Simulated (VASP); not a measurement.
Write the native input for VASP 6.6.1 that does the following.

* Task: single point
* Functional: PBEsol
* Potentials or basis: VASP PAW PBE potentials, release 64 (Al, O)
* Cutoff: 520 eV
* k mesh: 12 × 12 × 2
* Occupations: gaussian, width 0.05 eV
* Spin: no spin polarisation
* Dipole correction: no
* Further INCAR settings: ALGO = Normal; EDIFF = 1e-07; NBANDS = 20

The structure of Al2O3 lies in POSCAR:

```
Al2O3
1.0
    2.8843249500      0.0000000000      0.0000000000
   -1.4421624700      2.4978986800      0.0000000000
    0.0000000000      0.0000000000      9.3367544600
Al O
2 3
Direct
    0.0000000000      0.0000000000      0.1499923300
    0.0000000000      0.0000000000      0.8500076700
    0.3333333333      0.6666666667      0.2223169200
    0.6666666667      0.3333333333      0.0000000000
    0.3333333333      0.6666666667      0.7776830800
```

The input as run:

INCAR

```
  ALGO = Normal
  EDIFF = 1E-7
  ENCUT = 520
  GGA = PS
  ISIF = 2
  ISMEAR = 0
  LASPH = T
  LCHARG = F
  LREAL = F
  LWAVE = F
  NBANDS = 20
  NELM = 100
  PREC = Accurate
  SIGMA = 0.05
```

KPOINTS

```
k-points
0
Gamma
  12 12 2
```

Potentials or basis: VASP PAW PBE potentials, release 64 (Al, O).

Command:

```sh
$ cat potpaw_PBE.64/Al/POTCAR potpaw_PBE.64/O/POTCAR > POTCAR
$ mpirun -np 1 vasp_std > vasp.out
```

It gave:

```
Pressure               : -2.8 GPa
Largest force          : 0.143 eV/Å
Band gap on the k mesh : 4.74 eV, indirect (least direct gap 4.98 eV)
```

Caveat: the PAW data sets were made with another functional, which shifts forces and pressure a little.

Wall time 76 s on 1 thread of Intel Xeon 8259CL, on a shared host, peak memory 0.2 GiB.
